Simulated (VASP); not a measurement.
# Zn (P6_3/mmc) in VASP: a series of runs

Runs on Zn. Level: PBE. Tasks: relaxation of shape and atoms at fixed volume.

All numbers are computed with VASP 6.6.1; they aren't measurements. Logs are shortened: lines on timing, memory, paths and dates and some standing lists are left out, and cuts for length are marked.

**1. The cell of the first run**

It takes space group P6_3/mmc (No. 194, hexagonal). The conventional cell has a = 2.249 Å, b = 2.249 Å, c = 4.127 Å, α = 90.00°, β = 90.00°, γ = 120.00°. Zn (site symmetry -6m2) has 12 Zn at 2.25 to 2.44 Å within 3.0 Å.

**2. Relaxation of shape and atoms at fixed volume, PBE**

Contents of INCAR:

```
PREC = Accurate ; ENCUT = 600
EDIFF = 1E-6 ; ISMEAR = -1
SIGMA = 0.05 ; LREAL = False
LASPH = True ; NELM = 100
ALGO = Normal ; ISIF = 4
LWAVE = False ; LCHARG = False
GGA = PE ; IBRION = 2
NSW = 50 ; EDIFFG = -0.005
```

Contents of KPOINTS:

```
regular mesh
0
Gamma
  16 16 9
```

Contents of POSCAR:

```
Zn
1.0
    2.2494873878      0.0000000000      0.0000000000
   -1.1247436939      1.9481132233      0.0000000000
    0.0000000000      0.0000000000      4.1266283812
Zn
2
Direct
    0.3333333333      0.6666666667      0.2500000000
    0.6666666667      0.3333333333      0.7500000000
```

Potentials or basis: VASP PAW PBE potentials, release 64 (Zn).

The run is started by

```sh
$ cat potpaw_PBE.64/Zn/POTCAR > POTCAR
$ mpirun -np 1 vasp_std > vasp.out
```

OUTCAR:

```text
PREC = Accurate
   ENCUT = 600
   EDIFF = 1E-6
   ISMEAR = -1
   LREAL = False
   LASPH = True
   NELM = 100
   ISIF = 4
   GGA = PE
   IBRION = 2
   NSW = 50
   EDIFFG = -0.005

 ion  position               nearest neighbor table
   1  0.333  0.667  0.250-   2 2.44   2 2.44   2 2.44   2 2.44   2 2.44   2 2.44
   2  0.667  0.333  0.750-   1 2.44   1 2.44   1 2.44   1 2.44   1 2.44   1 2.44

  LATTYP: Found a hexagonal cell.
 ALAT       =     2.2494873878
 C/A-ratio  =     1.8344750024

  Lattice vectors:

 A1 = (   2.2494873878,   0.0000000000,   0.0000000000)
 A2 = (  -1.1247436939,   1.9481132233,   0.0000000000)
 A3 = (   0.0000000000,   0.0000000000,   4.1266283812)

Analysis of symmetry for initial positions (statically):
=====================================================================
 Subroutine PRICEL returns:
 Original cell was already a primitive cell.

 Routine SETGRP: Setting up the symmetry group for a
 hexagonal supercell.

 Subroutine GETGRP returns: Found 24 space group operations
 (whereof 12 operations were pure point group operations)
 out of a pool of 24 trial point group operations.

The static configuration has the point symmetry D_3d.
 The point group associated with its full space group is D_6h.

Analysis of symmetry for dynamics (positions and initial velocities):
=====================================================================
 Subroutine PRICEL returns:
 Original cell was already a primitive cell.

 Routine SETGRP: Setting up the symmetry group for a
 hexagonal supercell.

 Subroutine GETGRP returns: Found 24 space group operations
 (whereof 12 operations were pure point group operations)
 out of a pool of 24 trial point group operations.

The dynamic configuration has the point symmetry D_3d.
 The point group associated with its full space group is D_6h.

 Subroutine INISYM returns: Found 24 space group operations
 (whereof 12 operations are pure point group operations),
 and found     1 'primitive' translations

----------------------------------------------------------------------------------------

                                     Primitive cell

  volume of cell :      18.0839

  direct lattice vectors                    reciprocal lattice vectors
     2.249487388  0.000000000  0.000000000     0.444545724  0.256658594  0.000000000
    -1.124743694  1.948113223  0.000000000     0.000000000  0.513317187  0.000000000
     0.000000000  0.000000000  4.126628381     0.000000000  0.000000000  0.242328581

  length of vectors
     2.249487388  2.249487388  4.126628381     0.513317187  0.513317187  0.242328581

  position of ions in fractional coordinates (direct lattice)
     0.333333333  0.666666667  0.250000000
     0.666666667  0.333333333  0.750000000

  ion indices of the primitive-cell ions
   primitive index   ion index
                 1           1
                 2           2

----------------------------------------------------------------------------------------

 KPOINTS: regular mesh

Automatic generation of k-mesh.
 Grid dimensions read from file:
 generate k-points for:   16   16    9

 Generating k-lattice:

  Cartesian coordinates                     Fractional coordinates (reciprocal lattice)
     0.027784108  0.016041162  0.000000000     0.062500000  0.000000000  0.000000000
     0.000000000  0.032082324  0.000000000     0.000000000  0.062500000  0.000000000
     0.000000000  0.000000000  0.026925398     0.000000000  0.000000000  0.111111111

  Length of vectors
     0.032082324  0.032082324  0.026925398

  Shift w.r.t. Gamma in fractional coordinates (k-lattice)
     0.000000000  0.000000000  0.000000000

 Subroutine IBZKPT returns following result:
 ===========================================

 Found    150 irreducible k-points:

 Following reciprocal coordinates:
            Coordinates               Weight
  0.000000  0.000000  0.000000      1.000000
  0.062500  0.000000  0.000000      6.000000
  0.125000  0.000000  0.000000      6.000000
  0.187500  0.000000  0.000000      6.000000
  0.250000  0.000000  0.000000      6.000000
  0.312500  0.000000  0.000000      6.000000
[... 16 lines left out ...]
  0.187500  0.187500  0.000000      6.000000
  0.250000  0.187500  0.000000     12.000000
 [... further k-points ...]
   k-points           NKPTS =    150   k-points in BZ     NKDIM =    150   number of bands    NBANDS=     16
   number of dos      NEDOS =    301   number of ions     NIONS =      2
   total plane-waves  NPLWV =  11664
   dimension x,y,z NGX =    18 NGY =   18 NGZ =   36
   dimension x,y,z NGXF=    36 NGYF=   36 NGZF=   72
   ions per type =               2
   NGX,Y,Z   is equivalent  to a cutoff of  13.30, 13.30, 14.50 a.u.
   NGXF,Y,Z  is equivalent  to a cutoff of  26.61, 26.61, 29.01 a.u.
 SYSTEM =  unknown system
   PREC   = accura    normal or accurate (medium, high low for compatibility)
   ISTART =      0    job   : 0-new  1-cont  2-samecut
   ICHARG =      2    charge: 1-file 2-atom 10-const
   ISPIN  =      1    spin polarized calculation?
   LNONCOLLINEAR =      F non collinear calculations
   LSORBIT =      F    spin-orbit coupling
   LASPH  =      T    aspherical Exc in radial PAW
   ENCUT  =  600.0 eV  44.10 Ry    6.64 a.u.   4.49  4.49  8.24*2*pi/ulx,y,z
   NELM   =    100;   NELMIN=  2; NELMDL= -5     # of ELM steps
   EDIFF  = 0.1E-05   stopping-criterion for ELM
   LREAL  =      F    real-space projection
   EDIFFG = -.5E-02   stopping-criterion for IOM
   NSW    =     50    number of steps for IOM
   IBRION =      2    ionic relax: 0-MD 1-quasi-New 2-CG
   NFREE  =      1    steps in history (QN), initial steepest desc. (CG)
   ISIF   =      4    stress and relaxation
   ISYM   =      2    0-nonsym 1-usesym 2-fastsym
   POTIM  = 0.5000    time-step for ionic-motion
   TEBEG  =    0.0;   TEEND  =   0.0 temperature during run
   PSTRESS=    0.0 pullay stress
   NELECT =      24.0000    total number of electrons
   NUPDOWN=      -1.0000    fix difference up-down
   EMIN   =  10.00;   EMAX   =-10.00  energy-range for DOS
   EFERMI =   0.00;   METHOD = LEGACY
   ISMEAR =    -1;   SIGMA  =   0.05  broadening in eV -4-tet -1-fermi 0-gaus
   EFERMI_NEDOS =   21; number of points for ismear=-14 and -15
   IALGO  =     38    algorithm
   IMIX   =      4    mixing-type and parameters
     AMIX     =   0.40;   BMIX     =  1.00
     AMIX_MAG =   1.60;   BMIX_MAG =  1.00
  volume/ion in A,a.u.               =       9.04        61.02
  Fermi-wavevector in a.u.,A,eV,Ry     =   1.799068  3.399745 44.037230  3.236645
  Thomas-Fermi vector in A             =   2.860077
   LORBIT       =      0    0 simple, 1 ext, 2 COOP (PROOUT), +10 PAW based schemes
   GGA     = PE    functional components
   LHFCALC =     F    Hartree Fock is set to
   AEXX    =    0.0000 exact exchange contribution
   IVDW    =     0    specifies the selected vdW correction
   LEPSILON=     F    determine dielectric tensor
   LRPA    =     F    only Hartree local field effects (RPA)
 conjugate gradient relaxation of ions
 non-spin polarized calculation
  energy-cutoff  :      600.00
  volume of cell :       18.08
 maximum number of plane-waves:       635
 NGX is ok and might be reduce to    18
   NGX =  9   NGY =  9   NGZ = 17

--------------------------------------- Ionic step        1  -------------------------------------------

 number of electron      23.9999990 magnetization

 Free energy of the ion-electron system (eV)
  ---------------------------------------------------
  ext. energy  EPLUGINS =         0.00000000
  ---------------------------------------------------
  free energy    TOTEN  =         1.04455691 eV

  energy without entropy =        1.04651901  energy(sigma->0) =        1.04553796

------------------------ aborting loop because EDIFF is reached ----------------------------------------

  FORCE on cell =-STRESS in cart. coord.  units (eV):
  Direction    XX          YY          ZZ          XY          YZ          ZX
  --------------------------------------------------------------------------------------
  -------------------------------------------------------------------------------------
  Total       17.9555604     17.9555604     12.4754981      0.0000000     -0.0000000      0.0000000
  in kB     1590.8030983   1590.8030983   1105.2877564      0.0000000     -0.0000000      0.0000000
  external PRESSURE =    1428.9646510 kB  Pullay stress =       0.0000000 kB
[... 89 lines left out ...]
  FREE ENERGIE OF THE ION-ELECTRON SYSTEM (eV)
  ---------------------------------------------------
  free  energy   TOTEN  =         0.8333585019 eV

  energy  without entropy=        0.8342687648  energy(sigma->0) =        0.83381363

[... ionic steps 4 to 13 ...]

--------------------------------------- Ionic step       14  -------------------------------------------

 number of electron      23.9999977 magnetization

------------------------ aborting loop because EDIFF is reached ----------------------------------------

  FORCE on cell =-STRESS in cart. coord.  units (eV):
  Direction    XX          YY          ZZ          XY          YZ          ZX
  --------------------------------------------------------------------------------------
  -------------------------------------------------------------------------------------
  Total       15.2992938     15.2992938     15.2693236     -0.0000000     -0.0000000      0.0000000
  in kB     1355.4666867   1355.4666863   1352.8114299     -0.0000000     -0.0000000      0.0000000
  external PRESSURE =    1354.5816010 kB  Pullay stress =       0.0000000 kB
[... 57 lines left out ...]
  energy  without entropy=        0.8342031409  energy(sigma->0) =        0.83375537

--------------------------------------- Ionic step       16  -------------------------------------------

 number of electron      23.9999977 magnetization

 Free energy of the ion-electron system (eV)
  ---------------------------------------------------
  ext. energy  EPLUGINS =         0.00000000
  ---------------------------------------------------
  free energy    TOTEN  =         0.83330226 eV

  energy without entropy =        0.83419810  energy(sigma->0) =        0.83375018

 E-fermi :   8.7046     XC(G=0): -14.5850

 val. band max:        8.6757305460   @ k =   0.1875   0.0000   0.0000
 cond. band min:       8.7653812338   @ k =   0.2500   0.1250   0.0000
 fundamental gap:      0.0896506878
 Fermi energy:         8.7046464037

 k-point     1 :       0.0000    0.0000    0.0000
  band No.  band energies     occupation
      1      -7.5236      2.00000
      2      -3.7849      2.00000
      3      -1.7373      2.00000
      4      -1.7297      2.00000
      5      -1.7297      2.00000
      6      -1.4756      2.00000
[... 8 lines left out ...]
     15      29.5209      0.00000
     16      29.5209      0.00000
[... 420 lines left out ...]
  band No.  band energies     occupation
      1      -3.4152      2.00000
      2      -2.9108      2.00000
      3      -2.8870      2.00000
      4      -2.5009      2.00000
      5      -1.9489      2.00000
      6      -1.4627      2.00000
[... 8 lines left out ...]
     15      14.1738      0.00000
     16      21.6941      0.00000

 [... further k-points ...]
[... 5 lines left out ...]
  --------------------------------------------------------------------------------------
  -------------------------------------------------------------------------------------
  Total       15.2929524     15.2929524     15.2933526      0.0000000     -0.0000000      0.0000000
  in kB     1354.9048636   1354.9048632   1354.9403167      0.0000000     -0.0000000      0.0000000
  external PRESSURE =    1354.9166811 kB  Pullay stress =       0.0000000 kB
[... 17 lines left out ...]
  FREE ENERGIE OF THE ION-ELECTRON SYSTEM (eV)
  ---------------------------------------------------
  free  energy   TOTEN  =         0.8333022580 eV

  energy  without entropy=        0.8341981032  energy(sigma->0) =        0.83375018

 reached required accuracy - stopping structural energy minimisation
```

Run time: 7.6 min. Hardware: 1 thread of AMD EPYC, shared host; peak memory 0.13 GiB.

What came out:

```yaml
Free_energy: 0.8333 eV
Energy_gained_by_relaxing: 105.6 meV/atom
Ionic_steps: 16
Pressure_after_relaxing: 135.5 GPa
Band_gap_on_the_k_mesh: zero (band 12 reaches 10.22 eV, above the bottom of band 13 at 7.93 eV)
```

Step by step:
| step | energy change (eV) | largest force (eV/Å) | pressure (GPa) | volume (Å³) |
| --- | --- | --- | --- | --- |
| 1 | 0.0000 | 0.0000 | 142.90 | 18.08 |
| 2 | -0.2112 | 0.0000 | 135.50 | 18.08 |
| 3 | -0.2112 | 0.0000 | 135.47 | 18.08 |
| 4 | -0.2112 | 0.0000 | 135.47 | 18.08 |
| 5 | -0.2112 | 0.0000 | 135.48 | 18.08 |
| 6 | -0.2112 | 0.0000 | 135.47 | 18.08 |
| 7 | -0.2112 | 0.0000 | 135.47 | 18.08 |
| 8 | -0.2112 | 0.0000 | 135.47 | 18.08 |
| 9 | -0.2112 | 0.0000 | 135.47 | 18.08 |
| 10 | -0.2112 | 0.0000 | 135.47 | 18.08 |
| 11 | -0.2112 | 0.0000 | 135.47 | 18.08 |
| 12 | -0.2112 | 0.0000 | 135.47 | 18.08 |
| 13 | -0.2112 | 0.0000 | 135.48 | 18.08 |
| 14 | -0.2112 | 0.0000 | 135.46 | 18.08 |
| 15 | -0.2112 | 0.0000 | 135.45 | 18.08 |
| 16 | -0.2113 | 0.0000 | 135.49 | 18.08 |

Final structure:
```xyz
2
Lattice="2.3524 0.0000 0.0000 -1.1762 2.0373 0.0000 0.0000 0.0000 3.7733" Properties=species:S:1:pos:R:3 pbc="T T T"
Zn    0.0000    1.3582    0.9433
Zn    1.1762    0.6791    2.8300
```

[end of part 1 of 2]
